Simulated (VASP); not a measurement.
# Ti3Si4Ni (Pm) in VASP: single point with PBE

Aim: the single point of Ti3Si4Ni with PBE.

Program: VASP 6.6.1. These are calculated values, not measurements. Logs are shortened: lines on timing, memory, paths and dates and some standing lists are left out, and cuts for length are marked.

## (1) The cell of the first run

It takes space group Pm (No. 6, monoclinic). The conventional cell has a = 4.885 Å, b = 3.631 Å, c = 6.717 Å, α = 90.00°, β = 101.47°, γ = 90.00°. Ti (site symmetry m) has 7 Si at 2.53 to 2.99 Å and 5 Ti at 3.09 to 3.27 Å within 3.3 Å. Within 3.3 Å of Ti (site symmetry m) lie 7 Si at 2.54 to 2.79 Å and 4 Ti at 3.09 to 3.15 Å and 1 Ni at 3.12 Å. Ti (site symmetry m) has 8 Si at 2.57 to 3.15 Å and 4 Ni at 3.00 to 3.12 Å and 6 Ti at 3.27 to 3.63 Å within 3.7 Å. Within 3.2 Å of Si (site symmetry m) lie 2 Ni at 2.41 Å and 3 Si at 2.56 to 3.00 Å and 6 Ti at 2.61 to 3.15 Å. Si (site symmetry m) has 2 Ni at 2.30 Å and 3 Si at 2.44 to 3.00 Å and 5 Ti at 2.57 to 2.79 Å within 3.1 Å. Si (site symmetry m) has 2 Ni at 2.41 to 3.86 Å and 8 Si at 2.44 to 3.82 Å and 6 Ti at 2.53 to 2.79 Å within 3.9 Å. Si (site symmetry m) has 1 Ni at 2.30 Å and 5 Ti at 2.53 to 2.71 Å and 2 Si at 2.56 Å within 3.0 Å. Ni (site symmetry m) has 6 Si at 2.30 to 2.41 Å and 5 Ti at 3.00 to 3.12 Å within 3.2 Å.

## (2) Single point, PBE

Input file INCAR:

```
  ALGO = Normal
  EDIFF = 1E-7
  ENCUT = 520
  GGA = PE
  ISIF = 2
  ISMEAR = 0
  LASPH = True
  LCHARG = False
  LREAL = False
  LWAVE = False
  NBANDS = 41
  NELM = 100
  PREC = Accurate
  SIGMA = 0.1
```

Input file KPOINTS:

```
k-points
0
Gamma
  8 10 6
```

Input file POSCAR:

```
Ti3Si4Ni
1.0
    4.8845003416      0.0000000000     -0.0120853693
    0.0000000000      3.6310359834      0.0000000000
   -1.3191902701      0.0000000000      6.5857150190
Ti Si Ni
3 4 1
Direct
    0.9680571269      0.0000000000      0.4594672974
    0.4884155958      0.5000000000      0.5653883335
    0.8631401166      0.0000000000      0.9632895282
    0.4560261715      0.0000000000      0.2525139923
    0.3426538035      0.0000000000      0.7962683765
    0.0042882138      0.5000000000      0.7262556992
    0.0798794119      0.5000000000      0.2259488318
    0.3915395602      0.5000000000      0.0108679410
```

Potentials or basis: VASP PAW PBE potentials, release 64 (Ti_sv, Si, Ni).

The run is started by

```bash
$ cat potpaw_PBE.64/Ti_sv/POTCAR potpaw_PBE.64/Si/POTCAR potpaw_PBE.64/Ni/POTCAR > POTCAR
$ mpirun -np 1 vasp_std > vasp.out
```

OUTCAR:

```text
EDIFF = 1E-7
   ENCUT = 520
   GGA = PE
   ISIF = 2
   ISMEAR = 0
   LASPH = True
   LREAL = False
   NELM = 100
   PREC = Accurate

 ion  position               nearest neighbor table
   1  0.968  0.000  0.459-   7 2.53   7 2.53   6 2.53   6 2.53   4 2.61   5 2.61   4 2.99
   2  0.488  0.500  0.565-   6 2.54   5 2.58   5 2.58   7 2.71   4 2.76   4 2.76   6 2.79
   3  0.863  0.000  0.963-   5 2.57   6 2.60   6 2.60   7 2.61   7 2.61   5 2.79   8 3.00   8 3.00

   4  0.456  0.000  0.253-   8 2.41   8 2.41   7 2.56   7 2.56   1 2.61   2 2.76   2 2.76   1 2.99
                             5 3.00
   5  0.343  0.000  0.796-   8 2.30   8 2.30   6 2.44   6 2.44   3 2.57   2 2.58   2 2.58   1 2.61
                             3 2.79   4 3.00
   6  0.004  0.500  0.726-   8 2.41   5 2.44   5 2.44   1 2.53   1 2.53   2 2.54   3 2.60   3 2.60
                             2 2.79
   7  0.080  0.500  0.226-   8 2.30   1 2.53   1 2.53   4 2.56   4 2.56   3 2.61   3 2.61   2 2.71

   8  0.392  0.500  0.011-   7 2.30   5 2.30   5 2.30   6 2.41   4 2.41   4 2.41   3 3.00   3 3.00

  LATTYP: Found a simple monoclinic cell.
 ALAT       =     4.8845152926
 B/A-ratio  =     0.7433769301
 C/A-ratio  =     1.3750677965
 COS(beta)  =    -0.1988346394

  Lattice vectors:

 A1 = (   4.8845003416,   0.0000000000,  -0.0120853693)
 A2 = (   0.0000000000,   3.6310359834,   0.0000000000)
 A3 = (  -1.3191902701,   0.0000000000,   6.5857150190)

Analysis of symmetry for initial positions (statically):
=====================================================================
 Subroutine PRICEL returns:
 Original cell was already a primitive cell.

 Routine SETGRP: Setting up the symmetry group for a
 simple monoclinic supercell.

 Subroutine GETGRP returns: Found  2 space group operations
 (whereof  2 operations were pure point group operations)
 out of a pool of  4 trial point group operations.

The static configuration has the point symmetry C_1h.

Analysis of symmetry for dynamics (positions and initial velocities):
=====================================================================
 Subroutine PRICEL returns:
 Original cell was already a primitive cell.

 Routine SETGRP: Setting up the symmetry group for a
 simple monoclinic supercell.

 Subroutine GETGRP returns: Found  2 space group operations
 (whereof  2 operations were pure point group operations)
 out of a pool of  4 trial point group operations.

[... 116 lines left out ...]
   IBRION =     -1    ionic relax: 0-MD 1-quasi-New 2-CG
   NFREE  =      0    steps in history (QN), initial steepest desc. (CG)
   ISIF   =      2    stress and relaxation
   ISYM   =      2    0-nonsym 1-usesym 2-fastsym
   POTIM  = 0.5000    time-step for ionic-motion
   TEBEG  =    0.0;   TEEND  =   0.0 temperature during run
   PSTRESS=    0.0 pullay stress
   NELECT =      62.0000    total number of electrons
   NUPDOWN=      -1.0000    fix difference up-down
   EMIN   =  10.00;   EMAX   =-10.00  energy-range for DOS
   EFERMI =   0.00;   METHOD = LEGACY
   ISMEAR =     0;   SIGMA  =   0.10  broadening in eV -4-tet -1-fermi 0-gaus
   EFERMI_NEDOS =   21; number of points for ismear=-14 and -15
   IALGO  =     38    algorithm
   IMIX   =      4    mixing-type and parameters
     AMIX     =   0.40;   BMIX     =  1.00
     AMIX_MAG =   1.60;   BMIX_MAG =  1.00
  volume/ion in A,a.u.               =      14.59        98.48
  Fermi-wavevector in a.u.,A,eV,Ry     =   1.325743  2.505291 23.913518  1.757594
  Thomas-Fermi vector in A             =   2.455181
   LORBIT       =      0    0 simple, 1 ext, 2 COOP (PROOUT), +10 PAW based schemes
   GGA     = PE    functional components
   LHFCALC =     F    Hartree Fock is set to
   AEXX    =    0.0000 exact exchange contribution
   IVDW    =     0    specifies the selected vdW correction
   LEPSILON=     F    determine dielectric tensor
   LRPA    =     F    only Hartree local field effects (RPA)
 non-spin polarized calculation
 Gauss-broadening in eV      SIGMA  =   0.10
  energy-cutoff  :      520.00
  volume of cell :      116.75
 maximum number of plane-waves:      3172
   NGX = 19   NGY = 13   NGZ = 25

 number of electron      61.9999999 magnetization

 Free energy of the ion-electron system (eV)
  ---------------------------------------------------
  ext. energy  EPLUGINS =         0.00000000
  ---------------------------------------------------
  free energy    TOTEN  =       -54.91263716 eV

  energy without entropy =      -54.89019414  energy(sigma->0) =      -54.90141565

 E-fermi :   9.4687     XC(G=0): -11.5897

 val. band max:        9.4651251914   @ k =  -0.0000   0.0000   0.1667
 cond. band min:       9.4697953035   @ k =   0.1250   0.3000   0.3333
 fundamental gap:      0.0046701121
 Fermi energy:         9.4687467055

 k-point     1 :       0.0000    0.0000    0.0000
  band No.  band energies     occupation
      1     -47.4253      2.00000
      2     -47.4023      2.00000
      3     -47.1124      2.00000
      4     -23.8015      2.00000
      5     -23.7493      2.00000
      6     -23.6914      2.00000
[... 1045 lines left out ...]
     40      11.9845      0.00000
     41      12.3913      0.00000

 [... further k-points ...]

------------------------ aborting loop because EDIFF is reached ----------------------------------------

  FORCE on cell =-STRESS in cart. coord.  units (eV):
  Direction    XX          YY          ZZ          XY          YZ          ZX
  --------------------------------------------------------------------------------------
  -------------------------------------------------------------------------------------
  Total       -0.0026433      0.0014172      0.0235595      0.0000000      0.0000000     -0.0362185
  in kB       -0.0362765      0.0194491      0.3233249      0.0000000      0.0000000     -0.4970534
  external PRESSURE =       0.1021658 kB  Pullay stress =       0.0000000 kB

 VOLUME and BASIS-vectors are now :
 -----------------------------------------------------------------------------
  energy-cutoff  :      520.00
  volume of cell :      116.75
      direct lattice vectors                 reciprocal lattice vectors
     4.884500342  0.000000000 -0.012085369     0.204830748  0.000000000  0.041029824
     0.000000000  3.631035983  0.000000000     0.000000000  0.275403495  0.000000000
    -1.319190270  0.000000000  6.585715019     0.000375883  0.000000000  0.151919094

 POSITION                                       TOTAL-FORCE (eV/Angst)
 -----------------------------------------------------------------------------------
      4.12235      0.00000      3.01422        -0.006042      0.000000     -0.003781
      1.63981      1.81552      3.71758         0.002140      0.000000     -0.015451
      2.94525      0.00000      6.33352         0.006148      0.000000      0.000307
      1.89435      0.00000      1.65747        -0.011591      0.000000      0.011422
      0.62326      0.00000      5.23986        -0.002230      0.000000     -0.003489
     -0.93712      1.81552      4.78286         0.000187      0.000000     -0.000527
      0.09210      1.81552      1.48707         0.001076      0.000000      0.002541
      1.89814      1.81552      0.06684         0.010312      0.000000      0.008978
 -----------------------------------------------------------------------------------
    total drift:                                0.000291      0.000000      0.000614

  FREE ENERGIE OF THE ION-ELECTRON SYSTEM (eV)
  ---------------------------------------------------
  free  energy   TOTEN  =       -54.9126371551 eV

  energy  without entropy=      -54.8901941429  energy(sigma->0) =      -54.90141565
```

OSZICAR:

```text
N       E                     dE             d eps       ncg     rms          rms(c)
DAV:   1     0.667221303435E+03    0.66722E+03   -0.28073E+04 12792   0.170E+03
DAV:   2     0.227910243632E+02   -0.64443E+03   -0.62464E+03 12792   0.497E+02
[... 12 lines left out ...]
DAV:  15    -0.549126503003E+02   -0.21312E-05   -0.47897E-04 18789   0.147E-01    0.583E-02
DAV:  16    -0.549126382239E+02    0.12076E-04   -0.96150E-05 20192   0.117E-01    0.197E-02
DAV:  17    -0.549126370417E+02    0.11823E-05   -0.22613E-05 19796   0.380E-02    0.752E-03
DAV:  18    -0.549126373638E+02   -0.32213E-06   -0.18407E-06 18224   0.941E-03    0.260E-03
DAV:  19    -0.549126372182E+02    0.14563E-06   -0.12510E-07  9514   0.331E-03    0.172E-03
DAV:  20    -0.549126371551E+02    0.63073E-07   -0.10308E-07  8087   0.501E-03
   1 F= -.54912637E+02 E0= -.54901416E+02  d E =-.224430E-01
```

stdout:

```text
POSCAR found type information on POSCAR TiSiNi
 POSCAR found :  3 types and       8 ions
 scaLAPACK will be used
 LDA part: xc-table for (Slater+PW92), standard interpolation
 POSCAR, INCAR and KPOINTS ok, starting setup
 FFT: planning ... GRIDC
 FFT: planning ... GRID_SOFT
 FFT: planning ... GRID
 WAVECAR not read
 entering main loop
```

Wall time 14 min (1 thread of Intel Xeon Platinum 8488C (Sapphire Rapids), shared host); peak memory 0.68 GiB.

Results:

```
Free energy            : -54.9126 eV
Pressure               : 0.0 GPa
Largest force          : 0.016 eV/Å
Band gap on the k mesh : zero (bands 31 and 32 overlap by 0.56 eV)
```

Forces in eV/Å, atoms in the order of the input:
```
Ti  -0.006  0.000 -0.004
Ti   0.002  0.000 -0.015
Ti   0.006  0.000  0.000
Si  -0.012  0.000  0.011
Si  -0.002  0.000 -0.003
Si   0.000  0.000 -0.001
Si   0.001  0.000  0.003
Ni   0.010  0.000  0.009
```

Spin polarisation is off, so any magnetic state and its effect on volume and gap are missing.
